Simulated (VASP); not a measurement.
# HgTe in VASP: notebook, part 2 of 2

VASP 6.6.1. Earlier steps stand in the parts before.

**4. Electric field gradients, PBE (atom 1 (Hg) moved by [0.028868, 0.028868, 0.028868] A)**

Input file INCAR:

```
ALGO = Normal
EDIFF = 1E-8
ENCUT = 520
GGA = PE
ISIF = 2
ISMEAR = -1
LASPH = T
LCHARG = F
LEFG = T
LREAL = F
LWAVE = F
NBANDS = 16
NELM = 80
PREC = Accurate
SIGMA = 0.05
```

Input file KPOINTS:

```
k-points
0
Gamma
  9 9 9
```

Input file POSCAR:

```
HgTe
1.0
    0.0000000000      3.2235000000      3.2235000000
    3.2235000000      0.0000000000      3.2235000000
    3.2235000000      3.2235000000      0.0000000000
Hg Te
1 1
Direct
    0.0044777416      0.0044777416      0.0044777416
    0.7500000000      0.7500000000      0.7500000000
```

Potentials or basis: VASP PAW PBE potentials, release 64 (Hg, Te).

The run is started by

```bash
$ cat potpaw_PBE.64/Hg/POTCAR potpaw_PBE.64/Te/POTCAR > POTCAR
$ mpirun -np 1 vasp_std > vasp.out
```

OUTCAR:

```text
EDIFF = 1E-8
   ENCUT = 520
   GGA = PE
   ISIF = 2
   ISMEAR = -1
   LASPH = T
   LREAL = F
   NELM = 80
   PREC = Accurate

 ion  position               nearest neighbor table
   1  0.004  0.004  0.004-   2 2.78   2 2.78   2 2.78   2 2.84
   2  0.750  0.750  0.750-   1 2.78   1 2.78   1 2.78   1 2.84

  LATTYP: Found a face centered cubic cell.
 ALAT       =     6.4470000000

  Lattice vectors:

 A1 = (   0.0000000000,   3.2235000000,   3.2235000000)
 A2 = (   3.2235000000,   0.0000000000,   3.2235000000)
 A3 = (   3.2235000000,   3.2235000000,   0.0000000000)

Analysis of symmetry for initial positions (statically):
=====================================================================
 Subroutine PRICEL returns:
 Original cell was already a primitive cell.

 Routine SETGRP: Setting up the symmetry group for a
 face centered cubic supercell.

 Subroutine GETGRP returns: Found  6 space group operations
 (whereof  6 operations were pure point group operations)
 out of a pool of 48 trial point group operations.

The static configuration has the point symmetry C_3v.

Analysis of symmetry for dynamics (positions and initial velocities):
=====================================================================
 Subroutine PRICEL returns:
 Original cell was already a primitive cell.

 Routine SETGRP: Setting up the symmetry group for a
 face centered cubic supercell.

 Subroutine GETGRP returns: Found  6 space group operations
 (whereof  6 operations were pure point group operations)
 out of a pool of 48 trial point group operations.

[... 158 lines left out ...]
      2      -4.2489      2.00000
      3      -4.2489      2.00000
      4      -4.1707      2.00000
      5      -3.6823      2.00000
      6      -3.6823      2.00000
[... 433 lines left out ...]
      3      -4.0768      2.00000
      4      -3.7836      2.00000
      5      -3.6960      2.00000
      6      -3.6119      2.00000
[... 8 lines left out ...]
     15      11.6995      0.00000
     16      13.3403      0.00000

 [... further k-points ...]

------------------------ aborting loop because EDIFF is reached ----------------------------------------

  FORCE on cell =-STRESS in cart. coord.  units (eV):
  Direction    XX          YY          ZZ          XY          YZ          ZX
  --------------------------------------------------------------------------------------
  -------------------------------------------------------------------------------------
  Total        1.7537934      1.7537934      1.7537934     -0.1804437     -0.1804437     -0.1804437
  in kB       41.9445944     41.9445944     41.9445944     -4.3155815     -4.3155815     -4.3155815
  external PRESSURE =      41.9445944 kB  Pullay stress =       0.0000000 kB

 VOLUME and BASIS-vectors are now :
 -----------------------------------------------------------------------------
  energy-cutoff  :      520.00
  volume of cell :       66.99
      direct lattice vectors                 reciprocal lattice vectors
     0.000000000  3.223500000  3.223500000    -0.155110904  0.155110904  0.155110904
     3.223500000  0.000000000  3.223500000     0.155110904 -0.155110904  0.155110904
     3.223500000  3.223500000  0.000000000     0.155110904  0.155110904 -0.155110904

 POSITION                                       TOTAL-FORCE (eV/Angst)
 -----------------------------------------------------------------------------------
      0.02887      0.02887      0.02887        -0.108339     -0.108339     -0.108339
      4.83525      4.83525      4.83525         0.108339      0.108339      0.108339
 -----------------------------------------------------------------------------------
    total drift:                                0.000042      0.000042      0.000042

  FREE ENERGIE OF THE ION-ELECTRON SYSTEM (eV)
  ---------------------------------------------------
  free  energy   TOTEN  =        -3.5666697264 eV

  energy  without entropy=       -3.5662181213  energy(sigma->0) =       -3.56644392

 Electric field gradients (V/A^2)
---------------------------------------------------------------------
 ion       V_xx      V_yy      V_zz      V_xy      V_xz      V_yz
---------------------------------------------------------------------
   1      -0.000    -0.000     0.000    27.677    27.677    27.677
   2      -0.000    -0.000     0.000   -15.883   -15.883   -15.883
---------------------------------------------------------------------

 Electric field gradients after diagonalization (V/A^2)
 (convention: |V_zz| > |V_xx| > |V_yy|)
----------------------------------------------------------------------
 ion       V_xx      V_yy      V_zz     asymmetry (V_yy - V_xx)/ V_zz
----------------------------------------------------------------------
   1     -27.677   -27.677    55.353       0.000
   2      15.883    15.883   -31.767       0.000
----------------------------------------------------------------------

           NMR quadrupolar parameters

 Cq : quadrupolar parameter    Cq=e*Q*V_zz/h
 eta: asymmetry parameters     (V_yy - V_xx)/ V_zz
 Q  : nuclear electric quadrupole moment in mb (millibarn)
----------------------------------------------------------------------
 ion       Cq(MHz)       eta       Q (mb)
----------------------------------------------------------------------
   1       0.134       0.000       1.000
   2      -0.077       0.000       1.000
----------------------------------------------------------------------
```

stdout:

```text
POSCAR found type information on POSCAR HgTe
 POSCAR found :  2 types and       2 ions
 scaLAPACK will be used
 LDA part: xc-table for (Slater+PW92), standard interpolation
 POSCAR, INCAR and KPOINTS ok, starting setup
 FFT: planning ... GRIDC
 FFT: planning ... GRID_SOFT
 FFT: planning ... GRID
 WAVECAR not read
 entering main loop
ion   1

ion   2
```

Run time: 99 s. Hardware: 1 thread of Intel Xeon Platinum 8259CL at 2.50GHz (Skylake/Cascade Lake), shared host; peak memory 0.26 GiB.

Results:

```yaml
Free_energy: -3.5667 eV
Pressure: 4.2 GPa
Largest_force: 0.188 eV/Å
```

Forces on the atoms (eV/Å):
```
Hg  -0.108 -0.108 -0.108
Te   0.108  0.108  0.108
```

Stress tensor (GPa, compression positive):
```
 4.19 -0.43 -0.43
-0.43  4.19 -0.43
-0.43 -0.43  4.19
```

Electric field gradients, principal values (V/Å²):
| atom | least | middle | greatest (by size) |
| --- | --- | --- | --- |
| 1 Hg | -27.677 | -27.677 | 55.353 |
| 2 Te | 15.883 | 15.883 | -31.767 |

Caveat: the cell differs from its parent crystal (atom 1 (Hg) moved by [0.028868, 0.028868, 0.028868] A); without QUAD_EFG the Cq values of the log hold for a quadrupole moment of 1 mb, not for the nuclei.
